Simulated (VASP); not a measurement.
# Pt (I4/mmm) in VASP: further runs

Runs on Pt. Level: PBE. Tasks: single point.

All numbers are computed with VASP 6.6.1; they aren't measurements. Logs are shortened: lines on timing, memory, paths and dates and some standing lists are left out, and cuts for length are marked.

### Step 1. The cell of the first run

It takes space group I4/mmm (No. 139, tetragonal). The conventional cell has a = 3.295 Å, b = 3.295 Å, c = 3.422 Å, α = 90.00°, β = 90.00°, γ = 90.00°. Within 3.8 Å of Pt (site symmetry 4/mmm) lie 14 Pt at 2.89 to 3.42 Å.

### Step 2. Single point, PBE (strain +0.040 along x and y, +0.080 along z)

INCAR reads:

```
SYSTEM = Pt
PREC = Accurate ; ENCUT = 520
EDIFF = 1E-7 ; ISMEAR = 0
SIGMA = 0.15 ; LREAL = .False.
LASPH = .True. ; NELM = 80
ALGO = Fast ; ISIF = 2
LWAVE = .False. ; LCHARG = .False.
GGA = PE ; NBANDS = 11
```

KPOINTS reads:

```
regular mesh
0
Gamma
  22 22 22
  0 0 0
```

POSCAR reads:

```
Pt
1.0
   -1.6475888000      1.6475888000      1.7109576000
    1.6475888000     -1.6475888000      1.7109576000
    1.6475888000      1.6475888000     -1.7109576000
Pt
1
Direct
    0.0000000000      0.0000000000      0.0000000000
```

Potentials or basis: VASP PAW PBE potentials, release 64 (Pt).

On the command line:

```console
> cat potpaw_PBE.64/Pt/POTCAR > POTCAR
> mpirun -np 1 vasp_std > vasp.out
```

OUTCAR:

```text
SYSTEM = Pt
   PREC = Accurate
   ENCUT = 520
   EDIFF = 1E-7
   ISMEAR = 0
   LREAL = .False.
   LASPH = .True.
   NELM = 80
   ISIF = 2
   GGA = PE

 ion  position               nearest neighbor table
   1  0.000  0.000  0.000-

  LATTYP: Found a body centered tetragonal cell.
 ALAT       =     3.2951776000
 C/A-ratio  =     1.0384615385

  Lattice vectors:

 A1 = (  -1.6475888000,   1.6475888000,   1.7109576000)
 A2 = (   1.6475888000,  -1.6475888000,   1.7109576000)
 A3 = (   1.6475888000,   1.6475888000,  -1.7109576000)

Analysis of symmetry for initial positions (statically):
=====================================================================
 Subroutine PRICEL returns:
 Original cell was already a primitive cell.

 Routine SETGRP: Setting up the symmetry group for a
 body centered tetragonal supercell.

 Subroutine GETGRP returns: Found 16 space group operations
 (whereof 16 operations were pure point group operations)
 out of a pool of 16 trial point group operations.

The static configuration has the point symmetry D_4h.

Analysis of symmetry for dynamics (positions and initial velocities):
=====================================================================
 Subroutine PRICEL returns:
 Original cell was already a primitive cell.

 Routine SETGRP: Setting up the symmetry group for a
 body centered tetragonal supercell.

 Subroutine GETGRP returns: Found 16 space group operations
 (whereof 16 operations were pure point group operations)
 out of a pool of 16 trial point group operations.

The dynamic configuration has the point symmetry D_4h.

 Subroutine INISYM returns: Found 16 space group operations
 (whereof 16 operations are pure point group operations),
 and found     1 'primitive' translations

----------------------------------------------------------------------------------------

                                     Primitive cell

  volume of cell :      18.5779

  direct lattice vectors                    reciprocal lattice vectors
    -1.647588800  1.647588800  1.710957600     0.000000000  0.303473779  0.292234010
     1.647588800 -1.647588800  1.710957600     0.303473779  0.000000000  0.292234010
     1.647588800  1.647588800 -1.710957600     0.303473779  0.303473779  0.000000000

  length of vectors
     2.890756582  2.890756582  2.890756582     0.421303989  0.421303989  0.429176735

  position of ions in fractional coordinates (direct lattice)
     0.000000000  0.000000000  0.000000000

  ion indices of the primitive-cell ions
   primitive index   ion index
                 1           1

----------------------------------------------------------------------------------------

 KPOINTS: regular mesh

Automatic generation of k-mesh.
 Grid dimensions read from file:
 generate k-points for:   22   22   22

 Generating k-lattice:

  Cartesian coordinates                     Fractional coordinates (reciprocal lattice)
     0.000000000  0.013794263  0.013283364     0.045454545  0.000000000  0.000000000
     0.013794263  0.000000000  0.013283364     0.000000000  0.045454545  0.000000000
     0.013794263  0.013794263  0.000000000     0.000000000  0.000000000  0.045454545

  Length of vectors
     0.019150181  0.019150181  0.019508033

  Shift w.r.t. Gamma in fractional coordinates (k-lattice)
     0.000000000  0.000000000  0.000000000

 Subroutine IBZKPT returns following result:
 ===========================================

 Found    834 irreducible k-points:

 Following reciprocal coordinates:
            Coordinates               Weight
  0.000000  0.000000  0.000000      1.000000
  0.045455  0.000000  0.000000      8.000000
  0.090909  0.000000  0.000000      8.000000
  0.136364  0.000000  0.000000      8.000000
  0.181818 -0.000000  0.000000      8.000000
  0.227273 -0.000000  0.000000      8.000000
[... 16 lines left out ...]
  0.500000  0.045455  0.000000     16.000000
 -0.454545  0.045455 -0.000000     16.000000
 [... further k-points ...]
   k-points           NKPTS =    834   k-points in BZ     NKDIM =    834   number of bands    NBANDS=     11
   number of dos      NEDOS =    301   number of ions     NIONS =      1
   total plane-waves  NPLWV =  13824
   dimension x,y,z NGX =    24 NGY =   24 NGZ =   24
   dimension x,y,z NGXF=    48 NGYF=   48 NGZF=   48
   ions per type =               1
   NGX,Y,Z   is equivalent  to a cutoff of  13.80, 13.80, 13.80 a.u.
   NGXF,Y,Z  is equivalent  to a cutoff of  27.60, 27.60, 27.60 a.u.
 SYSTEM =  Pt
   PREC   = accura    normal or accurate (medium, high low for compatibility)
   ISTART =      0    job   : 0-new  1-cont  2-samecut
   ICHARG =      2    charge: 1-file 2-atom 10-const
   ISPIN  =      1    spin polarized calculation?
   LNONCOLLINEAR =      F non collinear calculations
   LSORBIT =      F    spin-orbit coupling
   LASPH  =      T    aspherical Exc in radial PAW
   ENCUT  =  520.0 eV  38.22 Ry    6.18 a.u.   5.37  5.37  5.37*2*pi/ulx,y,z
   NELM   =     80;   NELMIN=  2; NELMDL= -5     # of ELM steps
   EDIFF  = 0.1E-06   stopping-criterion for ELM
   LREAL  =      F    real-space projection
   EDIFFG = 0.1E-05   stopping-criterion for IOM
   NSW    =      0    number of steps for IOM
   IBRION =     -1    ionic relax: 0-MD 1-quasi-New 2-CG
   NFREE  =      0    steps in history (QN), initial steepest desc. (CG)
   ISIF   =      2    stress and relaxation
   ISYM   =      2    0-nonsym 1-usesym 2-fastsym
   POTIM  = 0.5000    time-step for ionic-motion
   TEBEG  =    0.0;   TEEND  =   0.0 temperature during run
   PSTRESS=    0.0 pullay stress
   NELECT =      10.0000    total number of electrons
   NUPDOWN=      -1.0000    fix difference up-down
   EMIN   =  10.00;   EMAX   =-10.00  energy-range for DOS
   EFERMI =   0.00;   METHOD = LEGACY
   ISMEAR =     0;   SIGMA  =   0.15  broadening in eV -4-tet -1-fermi 0-gaus
   EFERMI_NEDOS =   21; number of points for ismear=-14 and -15
   IALGO  =     68    algorithm
   IMIX   =      4    mixing-type and parameters
     AMIX     =   0.40;   BMIX     =  1.00
     AMIX_MAG =   1.60;   BMIX_MAG =  1.00
  volume/ion in A,a.u.               =      18.58       125.37
  Fermi-wavevector in a.u.,A,eV,Ry     =   1.331709  2.516564 24.129221  1.773448
  Thomas-Fermi vector in A             =   2.460699
   LORBIT       =      0    0 simple, 1 ext, 2 COOP (PROOUT), +10 PAW based schemes
   GGA     = PE    functional components
   LHFCALC =     F    Hartree Fock is set to
   AEXX    =    0.0000 exact exchange contribution
   IVDW    =     0    specifies the selected vdW correction
   LEPSILON=     F    determine dielectric tensor
   LRPA    =     F    only Hartree local field effects (RPA)
 non-spin polarized calculation
 RMM-DIIS sequential band-by-band and
 Gauss-broadening in eV      SIGMA  =   0.15
  energy-cutoff  :      520.00
  volume of cell :       18.58
 maximum number of plane-waves:       513
 NGX is ok and might be reduce to    24
   NGX = 11   NGY = 11   NGZ = 11

 number of electron      10.0000000 magnetization

 Free energy of the ion-electron system (eV)
  ---------------------------------------------------
  ext. energy  EPLUGINS =         0.00000000
  ---------------------------------------------------
  free energy    TOTEN  =        -5.75592092 eV

  energy without entropy =       -5.73991795  energy(sigma->0) =       -5.74791944

 E-fermi :   7.5589     XC(G=0): -12.2582

 val. band max:        7.5585771157   @ k =  -0.0455  -0.4091   0.0455
 cond. band min:       7.5615873839   @ k =  -0.3182   0.4545   0.2273
 fundamental gap:      0.0030102683
 Fermi energy:         7.5589093995

 k-point     1 :       0.0000    0.0000    0.0000
  band No.  band energies     occupation
      1      -0.3773      2.00000
      2       4.7870      2.00000
      3       4.7870      2.00000
      4       5.0259      2.00000
      5       6.6420      2.00000
      6       6.9313      2.00000
      7      24.1705      0.00000
      8      24.7882      0.00000
      9      24.7882      0.00000
     10      31.1595      0.00000
     11      32.5255      0.00000

 k-point     2 :       0.0455    0.0000    0.0000
  band No.  band energies     occupation
      1      -0.3056      2.00000
      2       4.7895      2.00000
      3       4.7979      2.00000
      4       5.0433      2.00000
      5       6.6210      2.00000
      6       6.9211      2.00000
      7      24.2080      0.00000
      8      24.7867      0.00000
      9      24.8830      0.00000
     10      30.3341      0.00000
     11      31.2740      0.00000

 k-point     3 :       0.0909    0.0000    0.0000
  band No.  band energies     occupation
      1      -0.0940      2.00000
      2       4.7789      2.00000
      3       4.7948      2.00000
      4       5.1482      2.00000
      5       6.5605      2.00000
      6       6.9001      2.00000
      7      24.2592      0.00000
      8      24.7105      0.00000
      9      25.1622      0.00000
     10      29.1894      0.00000
     11      29.9302      0.00000

 k-point     4 :       0.1364    0.0000    0.0000
  band No.  band energies     occupation
      1       0.2465      2.00000
      2       4.6948      2.00000
      3       4.7986      2.00000
      4       5.3779      2.00000
      5       6.4777      2.00000
      6       6.8829      2.00000
      7      23.9742      0.00000
      8      24.4790      0.00000
      9      25.6104      0.00000
     10      28.3568      0.00000
     11      28.9470      0.00000
[... 239 lines left out ...]
 k-point    22 :       0.4545    0.0455    0.0000
  band No.  band energies     occupation
      1       2.4238      2.00000
      2       3.8815      2.00000
      3       6.4886      2.00000
      4       6.8731      2.00000
      5       7.7466      0.07682
      6       8.8328      0.00000
      7      12.6728      0.00000
      8      20.8531      0.00000
      9      22.1964      0.00000
     10      30.1730      0.00000
     11      30.1985      0.00000

 k-point    23 :       0.5000    0.0455    0.0000
  band No.  band energies     occupation
      1       2.4237      2.00000
      2       3.8805      2.00000
      3       6.4569      2.00000
      4       6.9239      2.00000
      5       7.7454      0.07863
      6       8.8367      0.00000
      7      12.6492      0.00000
      8      20.8513      0.00000
      9      22.2010      0.00000
     10      30.0088      0.00000
     11      30.4548      0.00000

 k-point    24 :      -0.4545    0.0455   -0.0000
  band No.  band energies     occupation
      1       2.4191      2.00000
      2       3.9168      2.00000
      3       6.3660      2.00000
      4       6.9045      2.00000
      5       7.3523      1.94856
      6       8.3971      0.00000
      7      13.6361      0.00000
      8      21.0264      0.00000
      9      22.5555      0.00000
     10      29.7327      0.00000
     11      30.2452      0.00000

 [... further k-points ...]

------------------------ aborting loop because EDIFF is reached ----------------------------------------

  FORCE on cell =-STRESS in cart. coord.  units (eV):
  Direction    XX          YY          ZZ          XY          YZ          ZX
  --------------------------------------------------------------------------------------
  -------------------------------------------------------------------------------------
  Total       -2.9402689     -2.9402689     -2.7340531      0.0000000     -0.0000000      0.0000000
  in kB     -253.5716666   -253.5716666   -235.7874184      0.0000000     -0.0000000      0.0000000
  external PRESSURE =    -247.6435839 kB  Pullay stress =       0.0000000 kB

 VOLUME and BASIS-vectors are now :
 -----------------------------------------------------------------------------
  energy-cutoff  :      520.00
  volume of cell :       18.58
      direct lattice vectors                 reciprocal lattice vectors
    -1.647588800  1.647588800  1.710957600     0.000000000  0.303473779  0.292234010
     1.647588800 -1.647588800  1.710957600     0.303473779  0.000000000  0.292234010
     1.647588800  1.647588800 -1.710957600     0.303473779  0.303473779  0.000000000

 POSITION                                       TOTAL-FORCE (eV/Angst)
 -----------------------------------------------------------------------------------
      0.00000      0.00000      0.00000        -0.000000     -0.000000      0.000000
 -----------------------------------------------------------------------------------
    total drift:                               -0.000000      0.000000      0.000000

  FREE ENERGIE OF THE ION-ELECTRON SYSTEM (eV)
  ---------------------------------------------------
  free  energy   TOTEN  =        -5.7559209202 eV

  energy  without entropy=       -5.7399179539  energy(sigma->0) =       -5.74791944
```

Wall time 65 s (1 thread of Intel Xeon Platinum 8559C (Emerald Rapids), shared host); peak memory 0.29 GiB.

Results:

```yaml
Free_energy: -5.7559 eV
Pressure: -24.8 GPa
Band_gap_on_the_k_mesh: zero (band 5 reaches 8.34 eV, above the bottom of band 6 at 6.70 eV)
```

Stress tensor (GPa, compression positive):
```
-25.36   0.00   0.00
  0.00 -25.36   0.00
  0.00   0.00 -23.58
```

Caveat: the cell differs from its parent crystal (strain +0.040 along x and y, +0.080 along z); spin-orbit coupling is left out, which moves the levels of the heavy elements.

### Step 3. Single point, PBE (strain +0.080 along x and y, +0.040 along z)

INCAR reads:

```
SYSTEM = Pt
PREC = Accurate
ENCUT = 520
EDIFF = 1E-6
ISMEAR = 0
SIGMA = 0.15
LREAL = .FALSE.
LASPH = .TRUE.
NELM = 100
ALGO = Fast
ISIF = 2
LWAVE = .FALSE.
LCHARG = .FALSE.
GGA = PE
NBANDS = 11
```

KPOINTS reads:

```
Automatic mesh
0
G
  22 22 22
  0 0 0
```

POSCAR reads:

```
Pt
1.0
   -1.7109576000      1.7109576000      1.6475888000
    1.7109576000     -1.7109576000      1.6475888000
    1.7109576000      1.7109576000     -1.6475888000
Pt
1
Direct
    0.0000000000      0.0000000000      0.0000000000
```

Potentials or basis: VASP PAW PBE potentials, release 64 (Pt).

On the command line:

```console
> cat potpaw_PBE.64/Pt/POTCAR > POTCAR
> mpirun -np 1 vasp_std > vasp.out
```

Wall time 60 s (1 thread of Intel Xeon Platinum 8559C (Emerald Rapids), shared host); peak memory 0.29 GiB.

The run converged. Its results:

| Item | Value |
| --- | --- |
| Free energy | -5.6400 eV |
| Pressure | -27.4 GPa |
| Band gap on the k mesh | zero (band 5 reaches 7.71 eV, above the bottom of band 6 at 6.21 eV) |

Stress tensor (GPa, compression positive):
```
-26.76   0.00   0.00
  0.00 -26.76   0.00
  0.00   0.00 -28.74
```

Levels at points of the mesh, in eV from the Fermi level:
```csv
k point,band 1,band 2,band 3,band 4,band 5,band 6,band 7,band 8,band 9,band 10
"(0.00, 0.00, 0.00)",-7.61,-2.70,-2.46,-2.46,-0.88,-0.58,16.75,16.75,17.41,23.35
"(0.50, 0.00, 0.00)",-4.86,-3.65,-0.83,-0.43,0.70,0.96,4.89,12.89,13.97,21.30
"(0.50, 0.50, 0.00)",-4.92,-3.39,-1.08,-0.60,0.65,0.76,4.62,13.40,14.78,22.31
"(0.50, 0.50, 0.50)",-4.37,-4.37,0.30,0.30,0.38,6.91,6.91,7.94,10.05,16.12
```

Caveat: the cell differs from its parent crystal (strain +0.080 along x and y, +0.040 along z); spin-orbit coupling is left out, which moves the levels of the heavy elements.

### Step 4. Single point, PBE (strain -0.080 along x and y, -0.040 along z)

INCAR reads:

```
  PREC = Accurate
  ENCUT = 520
  EDIFF = 1E-6
  ISMEAR = 0
  SIGMA = 0.15
  LREAL = False
  LASPH = True
  NELM = 80
  ALGO = Fast
  ISIF = 2
  LWAVE = False
  LCHARG = True
  GGA = PE
  LELF = True
  LVHAR = True
  NBANDS = 11
```

KPOINTS reads:

```
regular mesh
0
Gamma
  22 22 22
```

POSCAR reads:

```
Pt
1.0
   -1.4574824000      1.4574824000      1.5208512000
    1.4574824000     -1.4574824000      1.5208512000
    1.4574824000      1.4574824000     -1.5208512000
Pt
1
Direct
    0.0000000000      0.0000000000      0.0000000000
```

On the command line:

```console
> cat potpaw_PBE.64/Pt/POTCAR > POTCAR
> mpirun -np 1 vasp_std > vasp.out
```

Wall time 59 s (1 thread of Intel Xeon Platinum 8559C (Emerald Rapids), shared host); peak memory 0.23 GiB.

It converged, with:

```yaml
Free_energy: -5.4095 eV
Pressure: 82.7 GPa
Band_gap_on_the_k_mesh: zero (band 5 reaches 15.76 eV, above the bottom of band 6 at 12.58 eV)
```

Stress tensor (GPa, compression positive):
```
80.58  0.00  0.00
 0.00 80.58  0.00
 0.00  0.00 86.87
```

Levels at points of the mesh, in eV from the Fermi level:
```
           k point  band 1  band 2  band 3  band 4  band 5  band 6  band 7  band 8  band 9  band 10
(0.00, 0.00, 0.00)  -11.73   -4.85   -4.85   -4.38   -1.73   -1.11   16.26   17.18   17.18    29.16
(0.50, 0.00, 0.00)   -8.74   -6.48   -1.89   -0.84   -0.45    1.53    8.15   13.24   18.01    24.50
(0.50, 0.50, 0.00)   -8.72   -6.99   -1.15   -0.67   -0.11    1.65    8.60   12.90   16.92    25.83
(0.50, 0.50, 0.50)   -8.38   -8.33    0.71    0.88    0.88    7.27    8.65    8.65   15.92    21.73
```

Caveat: the cell differs from its parent crystal (strain -0.080 along x and y, -0.040 along z); spin-orbit coupling is left out, which moves the levels of the heavy elements.

### Step 5. Single point, PBE (strain -0.040 along x and y, -0.080 along z)

INCAR reads:

```
PREC = Accurate
ENCUT = 520
EDIFF = 1E-6
ISMEAR = 0
SIGMA = 0.15
LREAL = F
LASPH = T
NELM = 80
ALGO = Normal
ISIF = 2
LWAVE = F
LCHARG = F
GGA = PE
NBANDS = 11
```

KPOINTS reads:

```
Automatic mesh
0
Gamma
  22 22 22
```

POSCAR reads:

```
Pt
1.0
   -1.5208512000      1.5208512000      1.4574824000
    1.5208512000     -1.5208512000      1.4574824000
    1.5208512000      1.5208512000     -1.4574824000
Pt
1
Direct
    0.0000000000      0.0000000000      0.0000000000
```

On the command line:

```console
> cat potpaw_PBE.64/Pt/POTCAR > POTCAR
> mpirun -np 1 vasp_std > vasp.out
```

It took 45 s on 1 thread of Intel Xeon Platinum 8559C (Emerald Rapids), shared host; peak memory 0.23 GiB.

Results (log left out):

```
Free energy            : -5.6553 eV
Pressure               : 58.2 GPa
Band gap on the k mesh : zero (band 5 reaches 14.67 eV, above the bottom of band 6 at 11.79 eV)
```

Stress tensor (GPa, compression positive):
```
60.13  0.00  0.00
 0.00 60.13  0.00
 0.00  0.00 54.20
```

Levels at points of the mesh, in eV from the Fermi level:
```tsv
k point	band 3	band 4	band 5	band 6	band 7	band 8
(0.00, 0.00, 0.00)	-4.24	-4.24	-1.63	-1.00	16.65	16.65
(0.50, 0.00, 0.00)	-1.39	-0.60	-0.09	1.48	7.98	13.08
(0.50, 0.50, 0.00)	-1.88	-0.98	-0.42	1.39	7.54	13.47
(0.50, 0.50, 0.50)	0.71	0.71	0.87	7.62	7.62	9.01
```

Caveat: the cell differs from its parent crystal (strain -0.040 along x and y, -0.080 along z); spin-orbit coupling is left out, which moves the levels of the heavy elements.

### Step 6. The runs side by side

```tsv
cell	gap on the mesh (eV)	pressure (GPa)
a = 2.891 Å, angles 110.5, 110.5, 107.4°, 1 atom	none	-24.8
a = 2.927 Å, angles 108.5, 108.5, 111.5°, 1 atom	none	-27.4
a = 2.562 Å, angles 110.6, 110.6, 107.2°, 1 atom	none	82.7
a = 2.598 Å, angles 108.3, 108.3, 111.8°, 1 atom	none	58.2
```

Alike in all rows: task single point; level PBE; potentials or basis VASP PAW PBE potentials, release 64 (Pt); no spin polarisation; k mesh 22 × 22 × 22; cutoff (eV) 520; smearing gaussian 0.15 eV.

Caveats: spin-orbit coupling is left out, which moves the levels of the heavy elements.

Total energies depend on the potentials used, so only differences within one code and one set of settings carry meaning.
